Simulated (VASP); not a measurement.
# Mo (Fd-3m) in VASP: further runs

Mo is run at these levels: PBE; tasks: single point.

Everything below comes from runs of VASP 6.6.1. Logs are shortened: lines on timing, memory, paths and dates and some standing lists are left out, and cuts for length are marked.

**1. The cell of the first run**

Symmetry: Fd-3m, No. 227, cubic system. The conventional cell has a = 4.927 Å, b = 4.927 Å, c = 4.927 Å, α = 90.00°, β = 90.00°, γ = 90.00°. Mo (site symmetry -43m) has 4 Mo at 2.13 Å within 2.8 Å.

This isn't the form of Mo at room conditions, which is bcc.

**2. Single point, PBE (14.95 Å³/atom)**

Contents of INCAR:

```
ALGO = Normal
EDIFF = 1E-6
ENCUT = 520
GGA = PE
ISIF = 2
ISMEAR = -1
LASPH = True
LCHARG = False
LREAL = False
LWAVE = False
NBANDS = 21
NELM = 60
PREC = Accurate
SIGMA = 0.05
```

Contents of KPOINTS:

```
k-points
0
Gamma
  14 14 14
```

Contents of POSCAR:

```
Mo
1.0
    0.0000000000      2.4632595088      2.4632595088
    2.4632595088      0.0000000000      2.4632595088
    2.4632595088      2.4632595088      0.0000000000
Mo
2
Direct
   -0.1250000000     -0.1250000000     -0.1250000000
    0.1250000000      0.1250000000      0.1250000000
```

Potentials or basis: VASP PAW PBE potentials, release 64 (Mo_sv).

The run is started by

```console
> cat potpaw_PBE.64/Mo_sv/POTCAR > POTCAR
> mpirun -np 1 vasp_std > vasp.out
```

OUTCAR:

```text
EDIFF = 1E-6
   ENCUT = 520
   GGA = PE
   ISIF = 2
   ISMEAR = -1
   LASPH = True
   LREAL = False
   NELM = 60
   PREC = Accurate

 ion  position               nearest neighbor table
   1  0.875  0.875  0.875-   2 2.13   2 2.13   2 2.13   2 2.13
   2  0.125  0.125  0.125-   1 2.13   1 2.13   1 2.13   1 2.13

  LATTYP: Found a face centered cubic cell.
 ALAT       =     4.9265190176

  Lattice vectors:

 A1 = (   0.0000000000,   2.4632595088,   2.4632595088)
 A2 = (   2.4632595088,   0.0000000000,   2.4632595088)
 A3 = (   2.4632595088,   2.4632595088,   0.0000000000)

Analysis of symmetry for initial positions (statically):
=====================================================================
 Subroutine PRICEL returns:
 Original cell was already a primitive cell.

 Routine SETGRP: Setting up the symmetry group for a
 face centered cubic supercell.

 Subroutine GETGRP returns: Found 48 space group operations
 (whereof 12 operations were pure point group operations)
 out of a pool of 48 trial point group operations.

The static configuration has the point symmetry D_3d.
 The point group associated with its full space group is O_h .

Analysis of symmetry for dynamics (positions and initial velocities):
=====================================================================
 Subroutine PRICEL returns:
 Original cell was already a primitive cell.

 Routine SETGRP: Setting up the symmetry group for a
 face centered cubic supercell.

 Subroutine GETGRP returns: Found 48 space group operations
 (whereof 12 operations were pure point group operations)
 out of a pool of 48 trial point group operations.

The dynamic configuration has the point symmetry D_3d.
 The point group associated with its full space group is O_h .

 Subroutine INISYM returns: Found 48 space group operations
 (whereof 12 operations are pure point group operations),
 and found     1 'primitive' translations

----------------------------------------------------------------------------------------

                                     Primitive cell

  volume of cell :      29.8924

  direct lattice vectors                    reciprocal lattice vectors
     0.000000000  2.463259509  2.463259509    -0.202983079  0.202983079  0.202983079
     2.463259509  0.000000000  2.463259509     0.202983079 -0.202983079  0.202983079
     2.463259509  2.463259509  0.000000000     0.202983079  0.202983079 -0.202983079

  length of vectors
     3.483575005  3.483575005  3.483575005     0.351577006  0.351577006  0.351577006

  position of ions in fractional coordinates (direct lattice)
     0.875000000  0.875000000  0.875000000
     0.125000000  0.125000000  0.125000000

  ion indices of the primitive-cell ions
   primitive index   ion index
                 1           1
                 2           2

----------------------------------------------------------------------------------------

 KPOINTS: k-points

Automatic generation of k-mesh.
 Grid dimensions read from file:
 generate k-points for:   14   14   14

 Generating k-lattice:

  Cartesian coordinates                     Fractional coordinates (reciprocal lattice)
    -0.014498791  0.014498791  0.014498791     0.071428571  0.000000000  0.000000000
     0.014498791 -0.014498791  0.014498791     0.000000000  0.071428571  0.000000000
     0.014498791  0.014498791 -0.014498791     0.000000000  0.000000000  0.071428571

  Length of vectors
     0.025112643  0.025112643  0.025112643

  Shift w.r.t. Gamma in fractional coordinates (k-lattice)
     0.000000000  0.000000000  0.000000000

 Subroutine IBZKPT returns following result:
 ===========================================

 Found    104 irreducible k-points:

 Following reciprocal coordinates:
            Coordinates               Weight
  0.000000  0.000000  0.000000      1.000000
  0.071429  0.000000  0.000000      8.000000
  0.142857  0.000000  0.000000      8.000000
  0.214286  0.000000  0.000000      8.000000
  0.285714  0.000000  0.000000      8.000000
  0.357143  0.000000  0.000000      8.000000
[... 16 lines left out ...]
  0.214286  0.142857  0.000000     24.000000
  0.285714  0.142857  0.000000     24.000000
 [... further k-points ...]
   k-points           NKPTS =    104   k-points in BZ     NKDIM =    104   number of bands    NBANDS=     21
   number of dos      NEDOS =    301   number of ions     NIONS =      2
   total plane-waves  NPLWV =  21952
   dimension x,y,z NGX =    28 NGY =   28 NGZ =   28
   dimension x,y,z NGXF=    56 NGYF=   56 NGZF=   56
   ions per type =               2
   NGX,Y,Z   is equivalent  to a cutoff of  13.36, 13.36, 13.36 a.u.
   NGXF,Y,Z  is equivalent  to a cutoff of  26.72, 26.72, 26.72 a.u.
 SYSTEM =  unknown system
   PREC   = accura    normal or accurate (medium, high low for compatibility)
   ISTART =      0    job   : 0-new  1-cont  2-samecut
   ICHARG =      2    charge: 1-file 2-atom 10-const
   ISPIN  =      1    spin polarized calculation?
   LNONCOLLINEAR =      F non collinear calculations
   LSORBIT =      F    spin-orbit coupling
   LASPH  =      T    aspherical Exc in radial PAW
   ENCUT  =  520.0 eV  38.22 Ry    6.18 a.u.   6.48  6.48  6.48*2*pi/ulx,y,z
   NELM   =     60;   NELMIN=  2; NELMDL= -5     # of ELM steps
   EDIFF  = 0.1E-05   stopping-criterion for ELM
   LREAL  =      F    real-space projection
   EDIFFG = 0.1E-04   stopping-criterion for IOM
   NSW    =      0    number of steps for IOM
   IBRION =     -1    ionic relax: 0-MD 1-quasi-New 2-CG
   NFREE  =      0    steps in history (QN), initial steepest desc. (CG)
   ISIF   =      2    stress and relaxation
   ISYM   =      2    0-nonsym 1-usesym 2-fastsym
   POTIM  = 0.5000    time-step for ionic-motion
   TEBEG  =    0.0;   TEEND  =   0.0 temperature during run
   PSTRESS=    0.0 pullay stress
   NELECT =      28.0000    total number of electrons
   NUPDOWN=      -1.0000    fix difference up-down
   EMIN   =  10.00;   EMAX   =-10.00  energy-range for DOS
   EFERMI =   0.00;   METHOD = LEGACY
   ISMEAR =    -1;   SIGMA  =   0.05  broadening in eV -4-tet -1-fermi 0-gaus
   EFERMI_NEDOS =   21; number of points for ismear=-14 and -15
   IALGO  =     38    algorithm
   IMIX   =      4    mixing-type and parameters
     AMIX     =   0.40;   BMIX     =  1.00
     AMIX_MAG =   1.60;   BMIX_MAG =  1.00
  volume/ion in A,a.u.               =      14.95       100.86
  Fermi-wavevector in a.u.,A,eV,Ry     =   1.601797  3.026956 34.909176  2.565752
  Thomas-Fermi vector in A             =   2.698718
   LORBIT       =      0    0 simple, 1 ext, 2 COOP (PROOUT), +10 PAW based schemes
   GGA     = PE    functional components
   LHFCALC =     F    Hartree Fock is set to
   AEXX    =    0.0000 exact exchange contribution
   IVDW    =     0    specifies the selected vdW correction
   LEPSILON=     F    determine dielectric tensor
   LRPA    =     F    only Hartree local field effects (RPA)
 non-spin polarized calculation
  energy-cutoff  :      520.00
  volume of cell :       29.89
 maximum number of plane-waves:       825
 NGX is ok and might be reduce to    28
   NGX = 13   NGY = 13   NGZ = 13

 number of electron      28.0000003 magnetization

 Free energy of the ion-electron system (eV)
  ---------------------------------------------------
  ext. energy  EPLUGINS =         0.00000000
  ---------------------------------------------------
  free energy    TOTEN  =       -13.40715614 eV

  energy without entropy =      -13.39467321  energy(sigma->0) =      -13.40091467

 E-fermi :  12.9841     XC(G=0): -13.1359

 val. band max:       12.9762074467   @ k =   0.3571   0.2143   0.0714
 cond. band min:      12.9880032724   @ k =  -0.2143   0.2857   0.0714
 fundamental gap:      0.0117958257
 Fermi energy:        12.9840866117

 k-point     1 :       0.0000    0.0000    0.0000
  band No.  band energies     occupation
      1     -48.8382      2.00000
      2     -46.1924      2.00000
      3     -23.4665      2.00000
      4     -23.4665      2.00000
      5     -23.4665      2.00000
      6     -20.5287      2.00000
[... 13 lines left out ...]
     20      25.2509      0.00000
     21      26.3908      0.00000

 k-point     2 :       0.0714    0.0000    0.0000
  band No.  band energies     occupation
      1     -48.8159      2.00000
      2     -46.2207      2.00000
      3     -23.4885      2.00000
      4     -23.4885      2.00000
      5     -23.4662      2.00000
      6     -20.5172      2.00000
[... 13 lines left out ...]
     20      24.7121      0.00000
     21      26.4541      0.00000

 k-point     3 :       0.1429    0.0000    0.0000
  band No.  band energies     occupation
      1     -48.7512      2.00000
      2     -46.3024      2.00000
      3     -23.5483      2.00000
      4     -23.5483      2.00000
      5     -23.4670      2.00000
      6     -20.4825      2.00000
[... 13 lines left out ...]
     20      24.2879      0.00000
     21      26.6603      0.00000

 k-point     4 :       0.2143    0.0000    0.0000
  band No.  band energies     occupation
      1     -48.6495      2.00000
      2     -46.4285      2.00000
      3     -23.6299      2.00000
      4     -23.6299      2.00000
      5     -23.4718      2.00000
      6     -20.4269      2.00000
[... 13 lines left out ...]
     20      24.1909      0.00000
     21      27.0381      0.00000

 k-point     5 :       0.2857    0.0000    0.0000
  band No.  band energies     occupation
      1     -48.5217      2.00000
      2     -46.5832      2.00000
      3     -23.7148      2.00000
      4     -23.7148      2.00000
      5     -23.4822      2.00000
      6     -20.3576      2.00000
[... 13 lines left out ...]
     20      24.1813      0.00000
     21      25.0544      0.00000

 k-point     6 :       0.3571    0.0000    0.0000
  band No.  band energies     occupation
      1     -48.3867      2.00000
      2     -46.7424      2.00000
      3     -23.7870      2.00000
      4     -23.7870      2.00000
      5     -23.4955      2.00000
      6     -20.2887      2.00000
[... 13 lines left out ...]
     20      22.4560      0.00000
     21      24.5201      0.00000

 k-point     7 :       0.4286    0.0000    0.0000
  band No.  band energies     occupation
      1     -48.2759      2.00000
      2     -46.8697      2.00000
      3     -23.8348      2.00000
      4     -23.8348      2.00000
      5     -23.5068      2.00000
      6     -20.2376      2.00000
[... 13 lines left out ...]
     20      20.5203      0.00000
     21      24.6114      0.00000
[... 291 lines left out ...]
      1     -48.7019      2.00000
      2     -46.3639      2.00000
      3     -23.6673      2.00000
      4     -23.5599      2.00000
      5     -23.4133      2.00000
      6     -20.5178      2.00000
[... 13 lines left out ...]
     20      24.2634      0.00000
     21      26.7483      0.00000

 k-point    21 :      -0.0714    0.0714    0.0000
  band No.  band energies     occupation
      1     -48.7795      2.00000
      2     -46.2669      2.00000
      3     -23.5654      2.00000
      4     -23.5046      2.00000
      5     -23.4405      2.00000
      6     -20.5274      2.00000
[... 13 lines left out ...]
     20      24.3917      0.00000
     21      26.5059      0.00000

 k-point    22 :       0.1429    0.1429    0.0000
  band No.  band energies     occupation
      1     -48.7205      2.00000
      2     -46.3407      2.00000
      3     -23.6471      2.00000
      4     -23.6471      2.00000
      5     -23.2961      2.00000
      6     -20.6728      2.00000
[... 13 lines left out ...]
     20      23.8650      0.00000
     21      26.8006      0.00000

 k-point    23 :       0.2143    0.1429    0.0000
  band No.  band energies     occupation
      1     -48.6429      2.00000
      2     -46.4365      2.00000
      3     -23.7347      2.00000
      4     -23.7315      2.00000
      5     -23.2222      2.00000
      6     -20.7233      2.00000
[... 13 lines left out ...]
     20      23.8042      0.00000
     21      26.6895      0.00000

 k-point    24 :       0.2857    0.1429    0.0000
  band No.  band energies     occupation
      1     -48.5315      2.00000
      2     -46.5715      2.00000
      3     -23.8383      2.00000
      4     -23.8153      2.00000
      5     -23.1628      2.00000
      6     -20.7393      2.00000
[... 13 lines left out ...]
     20      24.1367      0.00000
     21      25.7679      0.00000

 [... further k-points ...]
[... 5 lines left out ...]
  --------------------------------------------------------------------------------------
  -------------------------------------------------------------------------------------
  Total       21.6144592     21.6144592     21.6144592      0.0000000     -0.0000000     -0.0000000
  in kB     1158.4957800   1158.4957800   1158.4957800      0.0000000     -0.0000000     -0.0000000
  external PRESSURE =    1158.4957800 kB  Pullay stress =       0.0000000 kB

 VOLUME and BASIS-vectors are now :
 -----------------------------------------------------------------------------
  energy-cutoff  :      520.00
  volume of cell :       29.89
      direct lattice vectors                 reciprocal lattice vectors
     0.000000000  2.463259509  2.463259509    -0.202983079  0.202983079  0.202983079
     2.463259509  0.000000000  2.463259509     0.202983079 -0.202983079  0.202983079
     2.463259509  2.463259509  0.000000000     0.202983079  0.202983079 -0.202983079

 POSITION                                       TOTAL-FORCE (eV/Angst)
 -----------------------------------------------------------------------------------
      4.31070      4.31070      4.31070        -0.000000     -0.000000     -0.000000
      0.61581      0.61581      0.61581         0.000000      0.000000      0.000000
 -----------------------------------------------------------------------------------
    total drift:                                0.000000     -0.000000     -0.000000

  FREE ENERGIE OF THE ION-ELECTRON SYSTEM (eV)
  ---------------------------------------------------
  free  energy   TOTEN  =       -13.4071561442 eV

  energy  without entropy=      -13.3946732052  energy(sigma->0) =      -13.40091467
```

Wall time 1.9 min (1 thread of Intel Xeon 8259CL, shared host); peak memory 0.19 GiB.

What came out:

```yaml
Free_energy: -13.4072 eV
Pressure: 115.8 GPa
Band_gap_on_the_k_mesh: zero (bands 14 and 15 overlap by 0.91 eV)
```

Caveat: the cell stands under pressure.

(Part 1 of 2 ends here.)
